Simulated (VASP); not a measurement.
# GeW (rocksalt type) (Fm-3m) in VASP: further runs

The runs below take GeW (rocksalt type) through relaxation of cell and atoms, single point, with PBE.

All numbers are computed with VASP 6.6.1; they aren't measurements. Logs are shortened: lines on timing, memory, paths and dates and some standing lists are left out, and cuts for length are marked.

## Step 1: The cell of the first run

The structure is cubic, space group Fm-3m (No. 225). The conventional cell has a = 4.258 Å, b = 4.258 Å, c = 4.258 Å, α = 90.00°, β = 90.00°, γ = 90.00°. Within 2.8 Å of W (site symmetry m-3m) lie 6 Ge at 2.13 Å. Ge (site symmetry m-3m) has 6 W at 2.13 Å within 2.8 Å.

## Step 2: Relaxation of cell and atoms, PBE, target pressure 340 GPa, at which the enthalpy is minimised

INCAR reads:

```
PREC = Accurate
ENCUT = 600
EDIFF = 1E-6
ISMEAR = -1
SIGMA = 0.05
LREAL = False
LASPH = True
NELM = 100
ALGO = Normal
ISIF = 3
LWAVE = False
LCHARG = False
GGA = PE
IBRION = 2
NSW = 60
EDIFFG = -0.005
PSTRESS = 3400.0
```

KPOINTS reads:

```
Automatic mesh
0
Gamma
  15 15 15
```

POSCAR reads:

```
GeW
1.0
    0.0000000000      2.1288066713      2.1288066713
    2.1288066713      0.0000000000      2.1288066713
    2.1288066713      2.1288066713      0.0000000000
W Ge
1 1
Direct
    0.0000000000      0.0000000000      0.0000000000
    0.5000000000      0.5000000000      0.5000000000
```

Potentials or basis: VASP PAW PBE potentials, release 64 (W_sv, Ge_d).

Run with:

```bash
> cat potpaw_PBE.64/W_sv/POTCAR potpaw_PBE.64/Ge_d/POTCAR > POTCAR
> mpirun -np 1 vasp_std > vasp.out
```

OUTCAR:

```text
PREC = Accurate
   ENCUT = 600
   EDIFF = 1E-6
   ISMEAR = -1
   LREAL = False
   LASPH = True
   NELM = 100
   ISIF = 3
   GGA = PE
   IBRION = 2
   NSW = 60
   EDIFFG = -0.005
   PSTRESS = 3400.0

 ion  position               nearest neighbor table
   1  0.000  0.000  0.000-   2 2.13   2 2.13   2 2.13   2 2.13   2 2.13   2 2.13
   2  0.500  0.500  0.500-   1 2.13   1 2.13   1 2.13   1 2.13   1 2.13   1 2.13

  LATTYP: Found a face centered cubic cell.
 ALAT       =     4.2576133426

  Lattice vectors:

 A1 = (   0.0000000000,   2.1288066713,   2.1288066713)
 A2 = (   2.1288066713,   0.0000000000,   2.1288066713)
 A3 = (   2.1288066713,   2.1288066713,   0.0000000000)

Analysis of symmetry for initial positions (statically):
=====================================================================
 Subroutine PRICEL returns:
 Original cell was already a primitive cell.

 Routine SETGRP: Setting up the symmetry group for a
 face centered cubic supercell.

 Subroutine GETGRP returns: Found 48 space group operations
 (whereof 48 operations were pure point group operations)
 out of a pool of 48 trial point group operations.

The static configuration has the point symmetry O_h .

Analysis of symmetry for dynamics (positions and initial velocities):
=====================================================================
 Subroutine PRICEL returns:
 Original cell was already a primitive cell.

 Routine SETGRP: Setting up the symmetry group for a
 face centered cubic supercell.

 Subroutine GETGRP returns: Found 48 space group operations
 (whereof 48 operations were pure point group operations)
 out of a pool of 48 trial point group operations.

The dynamic configuration has the point symmetry O_h .

 Subroutine INISYM returns: Found 48 space group operations
 (whereof 48 operations are pure point group operations),
 and found     1 'primitive' translations

----------------------------------------------------------------------------------------

                                     Primitive cell

  volume of cell :      19.2947

  direct lattice vectors                    reciprocal lattice vectors
     0.000000000  2.128806671  2.128806671    -0.234873371  0.234873371  0.234873371
     2.128806671  0.000000000  2.128806671     0.234873371 -0.234873371  0.234873371
     2.128806671  2.128806671  0.000000000     0.234873371  0.234873371 -0.234873371

  length of vectors
[... 87 lines left out ...]
   NFREE  =      1    steps in history (QN), initial steepest desc. (CG)
   ISIF   =      3    stress and relaxation
   ISYM   =      2    0-nonsym 1-usesym 2-fastsym
   POTIM  = 0.5000    time-step for ionic-motion
   TEBEG  =    0.0;   TEEND  =   0.0 temperature during run
   PSTRESS= 3400.0 pullay stress
   NELECT =      28.0000    total number of electrons
   NUPDOWN=      -1.0000    fix difference up-down
   EMIN   =  10.00;   EMAX   =-10.00  energy-range for DOS
   EFERMI =   0.00;   METHOD = LEGACY
   ISMEAR =    -1;   SIGMA  =   0.05  broadening in eV -4-tet -1-fermi 0-gaus
   EFERMI_NEDOS =   21; number of points for ismear=-14 and -15
   IALGO  =     38    algorithm
   IMIX   =      4    mixing-type and parameters
     AMIX     =   0.40;   BMIX     =  1.00
     AMIX_MAG =   1.60;   BMIX_MAG =  1.00
  volume/ion in A,a.u.               =       9.65        65.10
  Fermi-wavevector in a.u.,A,eV,Ry     =   1.853452  3.502516 46.739869  3.435283
  Thomas-Fermi vector in A             =   2.902983
   LORBIT       =      0    0 simple, 1 ext, 2 COOP (PROOUT), +10 PAW based schemes
   GGA     = PE    functional components
   LHFCALC =     F    Hartree Fock is set to
   AEXX    =    0.0000 exact exchange contribution
   IVDW    =     0    specifies the selected vdW correction
   LEPSILON=     F    determine dielectric tensor
   LRPA    =     F    only Hartree local field effects (RPA)
 conjugate gradient relaxation of ions
 non-spin polarized calculation
  energy-cutoff  :      600.00
  volume of cell :       19.29
 maximum number of plane-waves:       656
   NGX = 13   NGY = 13   NGZ = 13

--------------------------------------- Ionic step        1  -------------------------------------------

 number of electron      28.0000011 magnetization

 Free energy of the ion-electron system (eV)
  ---------------------------------------------------
  ext. energy  EPLUGINS =         0.00000000
  ---------------------------------------------------
  free energy    TOTEN  =        -5.89679268 eV

  energy without entropy =       -5.88764319  energy(sigma->0) =       -5.89221793

------------------------ aborting loop because EDIFF is reached ----------------------------------------

  FORCE on cell =-STRESS in cart. coord.  units (eV):
  Direction    XX          YY          ZZ          XY          YZ          ZX
  --------------------------------------------------------------------------------------
  -------------------------------------------------------------------------------------
  Total       42.2055731     42.2055731     42.2055731     -0.0000000     -0.0000000      0.0000000
  in kB     3504.6263388   3504.6263388   3504.6263388     -0.0000000     -0.0000000      0.0000000
  external PRESSURE =     104.6263388 kB  Pullay stress =    3400.0000000 kB
[... 215 lines left out ...]
--------------------------------------- Ionic step        7  -------------------------------------------

 number of electron      28.0000012 magnetization

 Free energy of the ion-electron system (eV)
  ---------------------------------------------------
  ext. energy  EPLUGINS =         0.00000000
  ---------------------------------------------------
  free energy    TOTEN  =        -6.21941210 eV

  energy without entropy =       -6.21017307  energy(sigma->0) =       -6.21479258

 E-fermi :  18.3757     XC(G=0): -15.8150

 val. band max:       18.3597467744   @ k =  -0.4667   0.2000   0.0000
 cond. band min:      18.3810773648   @ k =  -0.4000   0.1333   0.0000
 fundamental gap:      0.0213305904
 Fermi energy:        18.3756548039

 k-point     1 :       0.0000    0.0000    0.0000
  band No.  band energies     occupation
      1     -55.8183      2.00000
      2     -20.3142      2.00000
      3     -20.3142      2.00000
      4     -20.3142      2.00000
      5      -8.1477      2.00000
      6      -8.1477      2.00000
[... 481 lines left out ...]
      5      -8.1034      2.00000
      6      -7.9379      2.00000
[... 10 lines left out ...]
     17      24.2010      0.00000
     18      26.4573      0.00000

 [... further k-points ...]

------------------------ aborting loop because EDIFF is reached ----------------------------------------

  FORCE on cell =-STRESS in cart. coord.  units (eV):
  Direction    XX          YY          ZZ          XY          YZ          ZX
  --------------------------------------------------------------------------------------
  -------------------------------------------------------------------------------------
  Total       41.2600691     41.2600691     41.2600691      0.0000000      0.0000000      0.0000000
  in kB     3399.7220693   3399.7220693   3399.7220693      0.0000000      0.0000000      0.0000000
  external PRESSURE =      -0.2779307 kB  Pullay stress =    3400.0000000 kB
[... 21 lines left out ...]
  energy  without entropy=       -6.2101730671  energy(sigma->0) =       -6.21479258

  enthalpy is  TOTEN    =        35.0440300732 eV   P V=       41.2634421702

 reached required accuracy - stopping structural energy minimisation
```

OSZICAR:

```text
N       E                     dE             d eps       ncg     rms          rms(c)
DAV:   1     0.211796253429E+03    0.21180E+03   -0.15712E+04  4876   0.436E+03
[... 50 lines left out ...]
DAV:   4    -0.621784352818E+01    0.88624E-04   -0.11897E-04  5758   0.175E-01    0.509E-02
DAV:   5    -0.621783953417E+01    0.39940E-05   -0.23671E-05  4502   0.600E-02    0.173E-02
DAV:   6    -0.621783865414E+01    0.88003E-06   -0.16474E-06  2864   0.281E-02
   6 F= 0.35044030E+02 E0= 0.35048649E+02  d E =-.475468E-02
       N       E                     dE             d eps       ncg     rms          rms(c)
DAV:   1    -0.621941245051E+01   -0.15729E-02   -0.66206E-06  5040   0.474E-02    0.128E-02
DAV:   2    -0.621941209706E+01    0.35345E-06   -0.43387E-07  2230   0.129E-02
   7 F= 0.35044030E+02 E0= 0.35048650E+02  d E =0.203938E-06
```

CONTCAR:

```text
GeW
   1.00000000000000
     0.0000000000000000    2.1343011962826739    2.1343011962826739
     2.1343011962826735    0.0000000000000000    2.1343011962826739
     2.1343011962826735    2.1343011962826739    0.0000000000000000
  W               Ge
     1     1
Direct
     1.0000000000000000    1.0000000000000000    0.0000000000000000
     0.5000000000000000    0.5000000000000000    0.5000000000000000

  0.00000000E+00  0.00000000E+00  0.00000000E+00
  0.00000000E+00  0.00000000E+00  0.00000000E+00
```

Wall time 61 s (1 thread of Intel Xeon 6975P-C (Granite Rapids), shared host); peak memory 0.19 GiB.

What came out:

```
Free energy                                                : -6.2194 eV
Relaxed volume                                             : 9.72 Å³/atom
Relaxed cell                                               : a = 3.018 Å, b = 3.018 Å, c = 3.018 Å, α = 60.00°, β = 60.00°, γ = 60.00°
Space group after relaxing (to 0.1 Å)                      : Fm-3m (No. 225)
Energy change on relaxing (the run minimises the enthalpy) : -161.3 meV/atom
Ionic steps                                                : 7
Pressure after relaxing                                    : 340.0 GPa
Band gap on the k mesh                                     : zero (bands 14 and 15 overlap by 3.96 eV)
```

Step by step:
| step | energy change (eV) | largest force (eV/Å) | pressure (GPa) | volume (Å³) |
| --- | --- | --- | --- | --- |
| 1 | 0.0000 | 0.0000 | 350.46 | 19.29 |
| 2 | -3.3215 | 0.0000 | 243.38 | 21.11 |
| 3 | -0.3368 | 0.0000 | 339.81 | 19.45 |
| 4 | -0.3301 | 0.0000 | 339.72 | 19.45 |
| 5 | -0.1661 | 0.0000 | 344.68 | 19.37 |
| 6 | -0.3210 | 0.0000 | 340.23 | 19.44 |
| 7 | -0.3226 | 0.0000 | 339.97 | 19.44 |

Final structure:
```xyz
2
Lattice="0.0000 2.1343 2.1343 2.1343 0.0000 2.1343 2.1343 2.1343 0.0000" Properties=species:S:1:pos:R:3 pbc="T T T"
W     2.1343    2.1343    4.2686
Ge    2.1343    2.1343    2.1343
```

Levels at points of the mesh, in eV from the Fermi level:
```csv
k point,band 11,band 12,band 13,band 14,band 15,band 16,band 17,band 18
"(0.00, 0.00, 0.00)",-3.87,-3.87,-3.87,-1.51,-1.51,4.02,4.02,4.02
```

Caveat: the cell is relaxed towards a set pressure, so the run minimises the enthalpy, not the energy; spin-orbit coupling is left out, which moves the levels of the heavy elements.

## Step 3: Single point, PBE

INCAR reads:

```
SYSTEM = GeW
  PREC = Accurate
  ENCUT = 520
  EDIFF = 1E-7
  ISMEAR = -1
  SIGMA = 0.05
  LREAL = .FALSE.
  LASPH = .TRUE.
  NELM = 60
  ALGO = Normal
  ISIF = 2
  LWAVE = .FALSE.
  LCHARG = .TRUE.
  GGA = PE
  LELF = .TRUE.
  LVHAR = .TRUE.
  NBANDS = 21
```

KPOINTS reads:

```
regular mesh
0
G
  15 15 15
  0 0 0
```

POSCAR reads:

```
GeW
1.0
    0.0000000000      2.1298122824      2.1298122824
    2.1298122824      0.0000000000      2.1298122824
    2.1298122824      2.1298122824      0.0000000000
W Ge
1 1
Direct
    0.0000000000      0.0000000000      0.0000000000
    0.5000000000      0.5000000000      0.5000000000
```

Potentials or basis: VASP PAW PBE potentials, release 64 (W_sv, Ge_d).

Run with:

```bash
> cat potpaw_PBE.64/W_sv/POTCAR potpaw_PBE.64/Ge_d/POTCAR > POTCAR
> mpirun -np 1 vasp_std > vasp.out
```

Wall time 48 s (1 thread of AMD EPYC 7R13 (Zen 3), shared host); peak memory 0.15 GiB.

Results (log left out):

| Property | Result |
| --- | --- |
| Free energy | -5.9559 eV |
| Pressure | 348.4 GPa |
| Band gap on the k mesh | zero (bands 14 and 15 overlap by 4.00 eV) |

Levels at points of the mesh, in eV from the Fermi level:
| k point | band 12 | band 13 | band 14 | band 15 | band 16 | band 17 |
| --- | --- | --- | --- | --- | --- | --- |
| (0.00, 0.00, 0.00) | -3.90 | -3.90 | -1.52 | -1.52 | 4.04 | 4.04 |

Caveat: the cell stands under pressure; spin-orbit coupling is left out, which moves the levels of the heavy elements.

The gap in the log of VASP goes by the Fermi energy; the results here count the filled bands.